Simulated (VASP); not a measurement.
# Hg: single point with PBE

The system is Hg.

```xyz
3
Lattice="4.5997 0.0000 0.0000 -2.2999 3.9835 0.0000 0.0000 0.0000 3.9209" Properties=species:S:1:pos:R:3 pbc="T T T"
Hg    2.2999    1.3278    1.9605
Hg    0.0000    0.0000    0.0000
Hg    0.0000    2.6557    1.9605
```

* Program: VASP 6.6.1
* Task: single point
* Functional: PBE
* Potentials or basis: VASP PAW PBE potentials, release 64 (Hg_sv_GW)
* Cutoff: 550 eV
* k mesh: 7 × 7 × 7
* Occupations: fermi-dirac, width 0.05 eV
* Spin: no spin polarisation

```yaml
Pressure: 9.8 GPa
Band_gap_on_the_k_mesh: zero (bands 30 and 31 overlap by 4.68 eV)
```

Stress tensor (GPa, compression positive):
```
13.37  0.00  0.00
 0.00 13.37  0.00
 0.00  0.00  2.74
```

Levels at points of the mesh, in eV from the Fermi level:
| k point | band 27 | band 28 | band 29 | band 30 | band 31 | band 32 | band 33 | band 34 |
| --- | --- | --- | --- | --- | --- | --- | --- | --- |
| (0.00, 0.00, 0.00) | -5.95 | -5.95 | 0.22 | 1.98 | 2.41 | 3.51 | 3.51 | 3.79 |

Run time: 96 s on 1 thread of Intel(R) Xeon(R) Platinum 8375C CPU @ 2.90GHz (Ice Lake) (shared host), peak memory 0.24 GiB.

Caveat: the stress differs along the axes, from 3 to 13 GPa; spin-orbit coupling is left out, which moves the levels of the heavy elements.
